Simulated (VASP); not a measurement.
Crystal: KMgF3.

```
K Mg F
1.0
     5.55885    0.00000    0.00000
    -2.77942    4.81410    0.00000
     0.00000    0.00000    4.74921
K Mg F
2 2 6
Direct
  0.00000 0.00000 0.50000
  0.00000 0.00000 0.00000
  0.33333 0.66667 0.75000
  0.66667 0.33333 0.25000
  0.14600 0.29200 0.25000
  0.85400 0.14600 0.75000
  0.85400 0.70800 0.75000
  0.14600 0.85400 0.25000
  0.70800 0.85400 0.25000
  0.29200 0.14600 0.75000
```

- Program: VASP 6.6.1
- Task: relaxation of cell and atoms
- Functional: PBE
- Potentials or basis: VASP PAW PBE potentials, release 64 (K_sv, Mg, F)
- Cutoff: 600 eV
- k mesh: 6 × 6 × 4
- Occupations: gaussian, width 0.1 eV
- Spin: no spin polarisation

At the start: pressure 85.7 GPa; volume 12.71 Å³/atom.

**Question.** Where does the relaxation end?

**Answer.** Over 15 steps the energy falls by 2439.8 meV/atom and the volume is 15.79 Å³/atom (+24.3 %); space group P6_3/mmc (No. 194, to 0.1 Å) before and after.

The path:
| step | energy change (eV) | largest force (eV/Å) | pressure (GPa) | volume (Å³) |
| --- | --- | --- | --- | --- |
| 1 | 0.0000 | 16.0553 | 85.68 | 127.09 |
| 2 | -9.2096 | 2.5186 | -19.53 | 295.98 |
| 3 | -22.9460 | 0.3129 | -7.10 | 192.04 |
| 4 | -23.1800 | 0.0209 | -5.91 | 187.16 |
| 5 | -23.3734 | 0.7969 | -2.38 | 176.18 |
| 6 | -23.3789 | 0.6991 | -2.81 | 177.31 |
| 7 | -23.6128 | 0.5546 | -1.91 | 170.84 |
| 8 | -23.8896 | 0.0048 | 1.13 | 155.48 |
| 9 | -24.0781 | 0.1378 | 0.96 | 154.47 |
| 10 | -24.2370 | 0.5386 | 2.92 | 150.01 |
| 11 | -24.2934 | 0.3663 | 1.35 | 152.39 |
| 12 | -24.3123 | 0.4217 | 1.68 | 151.72 |
| 13 | -24.3937 | 0.0484 | 0.06 | 157.83 |
| 14 | -24.3966 | 0.0163 | 0.29 | 156.86 |
| 15 | -24.3982 | 0.0358 | -0.15 | 157.94 |

Final structure:
```yaml
crystal:
  lattice:
    - [6.29151, 0.00000, 0.00000]
    - [-3.14576, 5.44861, 0.00000]
    - [0.00000, 0.00000, 4.60721]
  atoms:
    - { symbol: K, position: [0.00000, 0.00000, 0.50000] }
    - { symbol: K, position: [0.00000, 0.00000, 0.00000] }
    - { symbol: Mg, position: [0.33333, 0.66667, 0.75000] }
    - { symbol: Mg, position: [0.66667, 0.33333, 0.25000] }
    - { symbol: F, position: [0.19945, 0.39890, 0.25000] }
    - { symbol: F, position: [0.80055, 0.19945, 0.75000] }
    - { symbol: F, position: [0.80055, 0.60110, 0.75000] }
    - { symbol: F, position: [0.19945, 0.80055, 0.25000] }
    - { symbol: F, position: [0.60110, 0.80055, 0.25000] }
    - { symbol: F, position: [0.39890, 0.19945, 0.75000] }
```

Caveat: the volume moved by over 15 % at a fixed basis, so the end points are rough.
